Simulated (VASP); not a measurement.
Input of a VASP 6.6.1 run:

The input POSCAR:

```
SnS2
1.0
    3.5143246143      0.0000000000      0.0000000000
   -1.7571623071      3.0434943931      0.0000000000
    0.0000000000      0.0000000000      5.7233096226
Sn S
1 2
Direct
    0.0000000000      0.0000000000      0.0000000000
    0.3333333333      0.6666666667      0.2622597457
    0.6666666667      0.3333333333      0.7377402543
```

Contents of INCAR.step1:

```
SYSTEM = SnS2
ALGO = Normal
EDIFF = 1E-5
ENCUT = 400
GGA = PE
GGA_COMPAT = .FALSE.
ISIF = 2
ISMEAR = 0
LASPH = .TRUE.
LCHARG = .FALSE.
LREAL = .FALSE.
LWAVE = .TRUE.
NBANDS = 20
NELM = 120
PREC = Accurate
SIGMA = 0.01
```

INCAR.step2

```
SYSTEM = SnS2
ALGO = Normal
EDIFF = 1E-6
ENCUT = 400
GGA = PE
GGA_COMPAT = .FALSE.
HFSCREEN = 0.2079
ISIF = 2
ISMEAR = 0
ISTART = 1
LASPH = .TRUE.
LCHARG = .FALSE.
LHFCALC = .TRUE.
LREAL = .FALSE.
LWAVE = .FALSE.
NBANDS = 20
NELM = 120
PREC = Accurate
PRECFOCK = Normal
SIGMA = 0.01
```

KPOINTS

```
k-points
0
G
  6 6 4
  0 0 0
```

Potentials or basis: VASP PAW PBE potentials, release 64 (Sn_d, S).

Run with:

```bash
$ cat potpaw_PBE.64/Sn_d/POTCAR potpaw_PBE.64/S/POTCAR > POTCAR
$ cp INCAR.step1 INCAR
$ mpirun -np 1 vasp_std > vasp.out
$ cp INCAR.step2 INCAR
$ mpirun -np 1 vasp_std > vasp.out
```

**Question.** Estimate the band gap on the k mesh.

**Answer.** 2.36 eV (least direct gap 2.89 eV).

**Question.** Estimate the pressure.

**Answer.** 7.1 GPa.

Stress tensor (GPa, compression positive):
```
9.07 0.00 0.00
0.00 9.07 0.00
0.00 0.00 3.13
```

Caveat: the cell differs from its parent crystal (strain -4.0%); the stress differs along the axes, from 3 to 9 GPa; the PAW data sets were made with another functional, which shifts forces and pressure a little; spin-orbit coupling is left out, which moves the levels of the heavy elements. A k mesh can miss the band edges.
